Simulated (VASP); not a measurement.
# Pd: single point with PBE

The system is Pd.

```
Pd
1.0
     0.00000    1.89628    2.04215
     1.89628    0.00000    2.04215
     1.89628    1.89628    0.00000
Pd
1
Direct
  0.00000 0.00000 0.00000
```

This cell differs from its parent crystal: strain -0.025 along x and y, +0.050 along z.

```yaml
Program: VASP 6.6.1
Task: single point
Functional: PBE
Potentials_or_basis: VASP PAW PBE potentials, release 64 (Pd)
Cutoff: 520 eV
k_mesh: 20 × 20 × 20
Occupations: gaussian, width 0.15 eV
Spin: no spin polarisation
```

| Property | Result |
| --- | --- |
| Pressure | 8.1 GPa |
| Band gap on the k mesh | zero (bands 5 and 6 overlap by 1.84 eV) |

Stress tensor (GPa, compression positive):
```
9.96 0.00 0.00
0.00 9.96 0.00
0.00 0.00 4.53
```

Levels at points of the mesh, in eV from the Fermi level:
```
           k point  band 1  band 2  band 3  band 4  band 5  band 6  band 7  band 8  band 9  band 10
(0.00, 0.00, 0.00)   -7.16   -3.32   -2.58   -2.58   -1.63   -0.87   17.30   20.87   22.60    22.60
(0.50, 0.00, 0.00)   -5.32   -3.21   -2.57   -0.15    0.12    1.03    7.40   16.36   20.66    21.99
(0.50, 0.50, 0.00)   -5.41   -5.15   -0.01    0.27    0.27    2.44    9.54   14.20   14.20    22.48
(0.50, 0.00, 0.50)   -5.43   -5.09   -0.09    0.03    0.58    3.87   11.51   12.63   13.04    21.35
```

Wall time 120 s on 1 thread of Intel Xeon 8259CL, with other jobs on the host, peak memory 0.22 GiB.

Caveat: the cell differs from its parent crystal (strain -0.025 along x and y, +0.050 along z); the cell stands under pressure.
